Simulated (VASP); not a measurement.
Write the native input for VASP 6.6.1 that does the following.

- Task: single point
- Functional: r2SCAN
- Potentials or basis: VASP PAW PBE potentials, release 64 (Li_sv, H)
- Cutoff: 520 eV
- k mesh: 8 × 8 × 8
- Occupations: gaussian, width 0.05 eV
- Spin: no spin polarisation
- Dipole correction: no
- Further INCAR settings: ALGO = Normal; EDIFF = 1e-06; NBANDS = 9

LiH:

```
Li H
1.0
     0.00000    2.04354    2.02324
     2.04354    0.00000    2.02324
     2.04354    2.04354    0.00000
Li H
1 1
Direct
  0.00000 0.00000 0.00000
  0.50000 0.50000 0.50000
```

These files were run (other wordings do the same):

POSCAR

```
LiH
1.0
    0.0000000000      2.0435391667      2.0232392578
    2.0435391667      0.0000000000      2.0232392578
    2.0435391667      2.0435391667      0.0000000000
Li H
1 1
Direct
    0.0000000000      0.0000000000      0.0000000000
    0.5000000000      0.5000000000      0.5000000000
```

INCAR.step1

```
SYSTEM = LiH
ALGO = Normal ; EDIFF = 1E-4
ENCUT = 520 ; GGA = PE
ISMEAR = 0 ; LASPH = .TRUE.
LCHARG = .FALSE. ; LREAL = .FALSE.
LWAVE = .TRUE. ; NBANDS = 9
NELM = 60 ; PREC = Accurate
SIGMA = 0.05
```

INCAR.step2

```
SYSTEM = LiH
ALGO = Normal ; EDIFF = 1E-6
ENCUT = 520 ; ISIF = 2
ISMEAR = 0 ; ISTART = 1
LASPH = .TRUE. ; LCHARG = .TRUE.
LELF = .TRUE. ; LMIXTAU = .TRUE.
LREAL = .FALSE. ; LVHAR = .TRUE.
LWAVE = .FALSE. ; METAGGA = R2SCAN
NBANDS = 9 ; NELM = 60
PREC = Accurate ; SIGMA = 0.05
```

KPOINTS

```
k-points
0
G
  8 8 8
  0 0 0
```

Potentials or basis: VASP PAW PBE potentials, release 64 (Li_sv, H).

Run with:

```console
$ cat potpaw_PBE.64/Li_sv/POTCAR potpaw_PBE.64/H/POTCAR > POTCAR
$ cp INCAR.step1 INCAR
$ mpirun -np 1 vasp_std > vasp.out
$ cp INCAR.step2 INCAR
$ mpirun -np 1 vasp_std > vasp.out
```

It gave:

* Band gap on the k mesh: 3.51 eV, indirect (least direct gap 3.59 eV)

It took 28 s on 1 thread of AMD EPYC 9R45 96-Core Processor (Zen 5), with other jobs on the host, peak memory 0.11 GiB.
